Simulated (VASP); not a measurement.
# Cu (I4/mmm) in VASP: further runs, part 2 of 2

VASP 6.6.1.

## Step 4: Single point, PBEsol

This run uses another cell than the first one, of 10.32 Å³/atom.

Contents of INCAR:

```
SYSTEM = Cu
PREC = Accurate
ENCUT = 520
EDIFF = 1E-6
ISMEAR = 1
SIGMA = 0.1
LREAL = .False.
LASPH = .True.
NELM = 100
ALGO = Normal
ISIF = 2
LWAVE = .False.
LCHARG = .False.
GGA = PS
NBANDS = 12
```

Contents of KPOINTS:

```
Automatic mesh
0
Gamma
  15 15 15
  0 0 0
```

Contents of POSCAR:

```
Cu
1.0
   -1.3801034659      1.3801034659      1.3546601347
    1.3801034659     -1.3801034659      1.3546601347
    1.3801034659      1.3801034659     -1.3546601347
Cu
1
Direct
    0.0000000000      0.0000000000      0.0000000000
```

Potentials or basis: VASP PAW PBE potentials, release 64 (Cu).

Started as:

```bash
> cat potpaw_PBE.64/Cu/POTCAR > POTCAR
> mpirun -np 1 vasp_std > vasp.out
```

OUTCAR:

```text
SYSTEM = Cu
   PREC = Accurate
   ENCUT = 520
   EDIFF = 1E-6
   ISMEAR = 1
   LREAL = .False.
   LASPH = .True.
   NELM = 100
   ISIF = 2
   GGA = PS

 ion  position               nearest neighbor table
   1  0.000  0.000  0.000-

  LATTYP: Found a body centered tetragonal cell.
 ALAT       =     2.7602069318
 C/A-ratio  =     0.9815641857

  Lattice vectors:

 A1 = (  -1.3801034659,   1.3801034659,   1.3546601347)
 A2 = (   1.3801034659,  -1.3801034659,   1.3546601347)
 A3 = (   1.3801034659,   1.3801034659,  -1.3546601347)
[... 540 lines left out ...]

 [... further k-points ...]

------------------------ aborting loop because EDIFF is reached ----------------------------------------

  FORCE on cell =-STRESS in cart. coord.  units (eV):
  Direction    XX          YY          ZZ          XY          YZ          ZX
  --------------------------------------------------------------------------------------
  -------------------------------------------------------------------------------------
  Total        1.3367300      1.3367300      1.3322895      0.0000000      0.0000000     -0.0000000
  in kB      207.5107630    207.5107630    206.8214314      0.0000000      0.0000000     -0.0000000
  external PRESSURE =     207.2809858 kB  Pullay stress =       0.0000000 kB

 VOLUME and BASIS-vectors are now :
 -----------------------------------------------------------------------------
  energy-cutoff  :      520.00
  volume of cell :       10.32
      direct lattice vectors                 reciprocal lattice vectors
    -1.380103466  1.380103466  1.354660135     0.000000000  0.362291678  0.369096268
     1.380103466 -1.380103466  1.354660135     0.362291678  0.000000000  0.369096268
     1.380103466  1.380103466 -1.354660135     0.362291678  0.362291678  0.000000000

 POSITION                                       TOTAL-FORCE (eV/Angst)
 -----------------------------------------------------------------------------------
      0.00000      0.00000      0.00000         0.000000     -0.000000      0.000000
 -----------------------------------------------------------------------------------
    total drift:                                0.000000     -0.000000      0.000000

  FREE ENERGIE OF THE ION-ELECTRON SYSTEM (eV)
  ---------------------------------------------------
  free  energy   TOTEN  =        -4.2103895511 eV

  energy  without entropy=       -4.2105459575  energy(sigma->0) =       -4.21044169
```

OSZICAR:

```text
N       E                     dE             d eps       ncg     rms          rms(c)
DAV:   1     0.414847860517E+02    0.41485E+02   -0.53479E+03  7856   0.159E+03
DAV:   2    -0.401683595941E+01   -0.45502E+02   -0.41956E+02  7108   0.210E+02
DAV:   3    -0.530230545612E+01   -0.12855E+01   -0.12642E+01  8032   0.394E+01
DAV:   4    -0.530946254062E+01   -0.71571E-02   -0.71562E-02  7680   0.262E+00
DAV:   5    -0.530952228868E+01   -0.59748E-04   -0.59748E-04  8024   0.243E-01    0.831E+00
DAV:   6    -0.452296208570E+01    0.78656E+00   -0.14038E+01  8028   0.744E+01    0.328E+00
DAV:   7    -0.423004574471E+01    0.29292E+00   -0.18787E+00  8092   0.269E+01    0.743E-01
DAV:   8    -0.421105544005E+01    0.18990E-01   -0.10325E-02  9368   0.103E+00    0.181E-01
DAV:   9    -0.421037730160E+01    0.67814E-03   -0.29583E-03  9028   0.926E-01    0.183E-02
DAV:  10    -0.421038974888E+01   -0.12447E-04   -0.25705E-05  7668   0.646E-02    0.681E-03
DAV:  11    -0.421038955109E+01    0.19779E-06   -0.10042E-06  5524   0.212E-02
   1 F= -.42103896E+01 E0= -.42104417E+01  d E =0.156406E-03
```

stdout:

```text
POSCAR found type information on POSCAR Cu
 POSCAR found :  1 types and       1 ions
 scaLAPACK will be used
 -----------------------------------------------------------------------------
|                                                                             |
|                                                                             |
|     You enforced a specific xc type in the INCAR file but a different       |
|     I HOPE YOU KNOW WHAT YOU ARE DOING!                                     |
|                                                                             |
 -----------------------------------------------------------------------------

 LDA part: xc-table for (Slater+PW92), standard interpolation
 POSCAR, INCAR and KPOINTS ok, starting setup
 FFT: planning ... GRIDC
 FFT: planning ... GRID_SOFT
 FFT: planning ... GRID
 WAVECAR not read
 entering main loop
```

Wall time 46 s (1 thread of Intel Xeon 8259CL, shared host); peak memory 0.15 GiB.

Results:

* Free energy: -4.2104 eV
* Pressure: 20.7 GPa
* Band gap on the k mesh: zero (an odd number of electrons rules out a gap without spin polarisation)

Caveat: the cell stands under pressure; the PAW data sets were made with another functional, which shifts forces and pressure a little.

## Step 5: Single point, PBEsol

This run uses another cell than the first one, of 10.76 Å³/atom.

Contents of INCAR:

```
SYSTEM = Cu
PREC = Accurate ; ENCUT = 520
EDIFF = 1E-6 ; ISMEAR = 1
SIGMA = 0.1 ; LREAL = .FALSE.
LASPH = .TRUE. ; NELM = 100
ALGO = Normal ; ISIF = 2
LWAVE = .FALSE. ; LCHARG = .FALSE.
GGA = PS ; NBANDS = 12
```

Contents of KPOINTS:

```
regular mesh
0
G
  15 15 15
  0 0 0
```

Contents of POSCAR:

```
Cu
1.0
   -1.4006822849      1.4006822849      1.3714598783
    1.4006822849     -1.4006822849      1.3714598783
    1.4006822849      1.4006822849     -1.3714598783
Cu
1
Direct
    0.0000000000      0.0000000000      0.0000000000
```

Potentials or basis: VASP PAW PBE potentials, release 64 (Cu).

Started as:

```bash
> cat potpaw_PBE.64/Cu/POTCAR > POTCAR
> mpirun -np 1 vasp_std > vasp.out
```

OUTCAR:

```text
SYSTEM = Cu
   PREC = Accurate
   ENCUT = 520
   EDIFF = 1E-6
   ISMEAR = 1
   LREAL = .FALSE.
   LASPH = .TRUE.
   NELM = 100
   ISIF = 2
   GGA = PS

 ion  position               nearest neighbor table
   1  0.000  0.000  0.000-

  LATTYP: Found a body centered tetragonal cell.
 ALAT       =     2.8013645698
 C/A-ratio  =     0.9791370199

  Lattice vectors:

 A1 = (  -1.4006822849,   1.4006822849,   1.3714598783)
 A2 = (   1.4006822849,  -1.4006822849,   1.3714598783)
 A3 = (   1.4006822849,   1.4006822849,  -1.3714598783)

Analysis of symmetry for initial positions (statically):
=====================================================================
 Subroutine PRICEL returns:
 Original cell was already a primitive cell.

 Routine SETGRP: Setting up the symmetry group for a
 body centered tetragonal supercell.

 Subroutine GETGRP returns: Found 16 space group operations
 (whereof 16 operations were pure point group operations)
 out of a pool of 16 trial point group operations.

The static configuration has the point symmetry D_4h.

Analysis of symmetry for dynamics (positions and initial velocities):
=====================================================================
 Subroutine PRICEL returns:
 Original cell was already a primitive cell.

 Routine SETGRP: Setting up the symmetry group for a
 body centered tetragonal supercell.

 Subroutine GETGRP returns: Found 16 space group operations
 (whereof 16 operations were pure point group operations)
 out of a pool of 16 trial point group operations.

The dynamic configuration has the point symmetry D_4h.

 Subroutine INISYM returns: Found 16 space group operations
 (whereof 16 operations are pure point group operations),
 and found     1 'primitive' translations

----------------------------------------------------------------------------------------

                                     Primitive cell

  volume of cell :      10.7627

  direct lattice vectors                    reciprocal lattice vectors
    -1.400682285  1.400682285  1.371459878     0.000000000  0.356968890  0.364575011
[... 114 lines left out ...]
   LRPA    =     F    only Hartree local field effects (RPA)
 non-spin polarized calculation
 Methfessel and Paxton  Order N= 1 SIGMA  =   0.10
  energy-cutoff  :      520.00
  volume of cell :       10.76
 maximum number of plane-waves:       321
 NGX is ok and might be reduce to    18
   NGX =  9   NGY =  9   NGZ =  9

 number of electron      11.0000019 magnetization

 Free energy of the ion-electron system (eV)
  ---------------------------------------------------
  ext. energy  EPLUGINS =         0.00000000
  ---------------------------------------------------
  free energy    TOTEN  =        -4.25357175 eV

  energy without entropy =       -4.25373408  energy(sigma->0) =       -4.25362586

 E-fermi :   8.5753     XC(G=0): -13.4610

 val. band max:        8.4991663053   @ k =  -0.1333  -0.4000   0.0667
 cond. band min:       8.5765168197   @ k =  -0.3333   0.4667   0.0667
 fundamental gap:      0.0773505144
 Fermi energy:         8.5753293129

 k-point     1 :       0.0000    0.0000    0.0000
  band No.  band energies     occupation
      1      -1.5107      2.00000
      2       5.1296      2.00000
      3       5.2244      2.00000
      4       5.2244      2.00000
      5       6.3087      2.00000
      6       6.4082      2.00000
      7      34.3659      0.00000
      8      34.3659      0.00000
      9      34.8907      0.00000
     10      38.7951      0.00000
     11      39.0958      0.00000
     12      39.0959      0.00000
[... 331 lines left out ...]
 k-point    24 :       0.2000    0.1333    0.0000
  band No.  band energies     occupation
      1       1.6374      2.00000
      2       4.7245      2.00000
      3       4.8680      2.00000
      4       6.1295      2.00000
      5       6.4770      2.00000
      6       6.6178      2.00000
      7      22.5416      0.00000
      8      24.8667      0.00000
      9      29.0813      0.00000
     10      34.0054      0.00000
     11      37.3449      0.00000
     12      39.3596      0.00000

 [... further k-points ...]

------------------------ aborting loop because EDIFF is reached ----------------------------------------

  FORCE on cell =-STRESS in cart. coord.  units (eV):
  Direction    XX          YY          ZZ          XY          YZ          ZX
  --------------------------------------------------------------------------------------
  -------------------------------------------------------------------------------------
  Total        0.7203198      0.7203198      0.7215416      0.0000000     -0.0000000      0.0000000
  in kB      107.2293177    107.2293177    107.4111975      0.0000000     -0.0000000      0.0000000
  external PRESSURE =     107.2899443 kB  Pullay stress =       0.0000000 kB

 VOLUME and BASIS-vectors are now :
 -----------------------------------------------------------------------------
  energy-cutoff  :      520.00
  volume of cell :       10.76
      direct lattice vectors                 reciprocal lattice vectors
    -1.400682285  1.400682285  1.371459878     0.000000000  0.356968890  0.364575011
     1.400682285 -1.400682285  1.371459878     0.356968890  0.000000000  0.364575011
     1.400682285  1.400682285 -1.371459878     0.356968890  0.356968890  0.000000000

 POSITION                                       TOTAL-FORCE (eV/Angst)
 -----------------------------------------------------------------------------------
      0.00000      0.00000      0.00000         0.000000      0.000000      0.000000
 -----------------------------------------------------------------------------------
    total drift:                                0.000000      0.000000      0.000000

  FREE ENERGIE OF THE ION-ELECTRON SYSTEM (eV)
  ---------------------------------------------------
  free  energy   TOTEN  =        -4.2535717475 eV

  energy  without entropy=       -4.2537340765  energy(sigma->0) =       -4.25362586
```

It took 49 s on 1 thread of Intel Xeon 8259CL, shared host; peak memory 0.15 GiB.

What came out:

- Free energy: -4.2536 eV
- Pressure: 10.7 GPa
- Band gap on the k mesh: zero (an odd number of electrons rules out a gap without spin polarisation)

Caveat: the cell stands under pressure; the PAW data sets were made with another functional, which shifts forces and pressure a little.

## Step 6: Single point, PBEsol

This run uses another cell than the first one, of 11.36 Å³/atom.

Contents of INCAR:

```
SYSTEM = Cu
  PREC = Accurate
  ENCUT = 520
  EDIFF = 1E-6
  ISMEAR = 1
  SIGMA = 0.1
  LREAL = .FALSE.
  LASPH = .TRUE.
  NELM = 80
  ALGO = Normal
  ISIF = 2
  LWAVE = .FALSE.
  LCHARG = .FALSE.
  GGA = PS
  NBANDS = 12
```

Contents of KPOINTS:

```
Automatic mesh
0
G
  15 15 15
  0 0 0
```

Contents of POSCAR:

```
Cu
1.0
   -1.4387993804      1.4387993804      1.3713772411
    1.4387993804     -1.4387993804      1.3713772411
    1.4387993804      1.4387993804     -1.3713772411
Cu
1
Direct
    0.0000000000      0.0000000000      0.0000000000
```

Potentials or basis: VASP PAW PBE potentials, release 64 (Cu).

Started as:

```bash
> cat potpaw_PBE.64/Cu/POTCAR > POTCAR
> mpirun -np 1 vasp_std > vasp.out
```

Run time: 50 s. Hardware: 1 thread of Intel Xeon 8259CL, shared host; peak memory 0.15 GiB.

The run converged. Its results:

```yaml
Free_energy: -4.2742 eV
Pressure: 0.8 GPa
Band_gap_on_the_k_mesh: zero (an odd number of electrons rules out a gap without spin polarisation)
```

Stress tensor (GPa, compression positive):
```
0.84 0.00 0.00
0.00 0.84 0.00
0.00 0.00 0.58
```

Levels at points of the mesh, in eV from the Fermi level:
| k point | band 2 | band 3 | band 4 | band 5 | band 6 | band 7 | band 8 | band 9 | band 10 | band 11 |
| --- | --- | --- | --- | --- | --- | --- | --- | --- | --- | --- |
| (0.00, 0.00, 0.00) | -3.30 | -3.10 | -3.10 | -2.21 | -1.99 | 24.99 | 24.99 | 26.26 | 29.11 | 29.15 |

Caveat: the PAW data sets were made with another functional, which shifts forces and pressure a little.

## Step 7: Overview

| cell | gap on the mesh (eV) | pressure (GPa) |
| --- | --- | --- |
| a = 2.324 Å, angles 109.0, 109.0, 110.4°, 1 atom | none | 40.7 |
| a = 2.348 Å, angles 109.0, 109.0, 110.4°, 1 atom | none | 30.7 |
| a = 2.376 Å, angles 109.0, 109.0, 110.5°, 1 atom | none | 20.7 |
| a = 2.409 Å, angles 108.9, 108.9, 110.6°, 1 atom | none | 10.7 |
| a = 2.454 Å, angles 108.2, 108.2, 112.0°, 1 atom | none | 0.8 |

Alike in all rows: task single point; level PBEsol; potentials or basis VASP PAW PBE potentials, release 64 (Cu); no spin polarisation; k mesh 15 × 15 × 15; cutoff (eV) 520; smearing methfessel-paxton 0.1 eV.

Caveats: the PAW data sets were made with another functional, which shifts forces and pressure a little; the cell stands under pressure (at least some runs).

Total energies depend on the potentials used, so only differences within one code and one set of settings carry meaning.

The gap in the log of VASP goes by the Fermi energy; the results here count the filled bands.